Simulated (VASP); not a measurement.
Wanted: the native input for a VASP 6.6.1 run.

* Task: relaxation of cell and atoms
* Functional: LDA
* Potentials or basis: VASP PAW LDA potentials, release 64 (C, O)
* Cutoff: 600 eV
* k mesh: 8 × 8 × 8
* Occupations: gaussian, width 0.01 eV
* Spin: no spin polarisation
* Target pressure: 38.6 GPa
* Dipole correction: no
* Further INCAR settings: ALGO = Normal; EDIFF = 1e-07; IBRION = 2; EDIFFG = -0.002; NSW = 80; ISIF = 3

The structure of CO2 (CO2-V) lies in POSCAR:

```
CO2
1.0
   -1.8081000000      1.8081000000      2.9017000000
    1.8081000000     -1.8081000000      2.9017000000
    1.8081000000      1.8081000000     -2.9017000000
C O
2 4
Direct
    0.0000000000      0.0000000000      0.0000000000
    0.7500000000      0.2500000000      0.5000000000
    0.3750000000      0.3950000000      0.5200000000
    0.6050000000      0.1250000000      0.9800000000
    0.8750000000      0.8550000000      0.4800000000
    0.1450000000      0.6250000000      0.0200000000
```

The input as run:

INCAR

```
PREC = Accurate
ENCUT = 600
EDIFF = 1E-7
ISMEAR = 0
SIGMA = 0.01
LREAL = F
LASPH = T
NELM = 60
ALGO = Normal
ISIF = 3
LWAVE = F
LCHARG = F
IBRION = 2
NSW = 80
EDIFFG = -0.002
PSTRESS = 386.0
```

KPOINTS

```
Automatic mesh
0
Gamma
  8 8 8
```

Potentials or basis: VASP PAW LDA potentials, release 64 (C, O).

Command:

```console
$ cat potpaw_LDA.64/C/POTCAR potpaw_LDA.64/O/POTCAR > POTCAR
$ mpirun -np 1 vasp_std > vasp.out
```

Results of the run:

| Item | Value |
| --- | --- |
| Relaxed volume | 6.15 Å³/atom |
| Relaxed cell | a = 3.871 Å, b = 3.871 Å, c = 3.871 Å, α = 125.75°, β = 125.75°, γ = 80.29° |
| Space group after relaxing (to 0.05 Å) | I-42d (No. 122) |
| Energy change on relaxing (the enthalpy is what falls) | -715.7 meV/atom |
| Ionic steps | 16 |
| Pressure after relaxing | 38.6 GPa |
| Band gap on the k mesh | 7.23 eV, indirect (least direct gap 7.49 eV) |

Caveat: the cell is relaxed towards a set pressure, so the enthalpy falls and the energy may rise.

Wall time 35 min on 1 thread of AMD EPYC 7R13 Processor (Zen 3), on a shared host, peak memory 0.14 GiB.
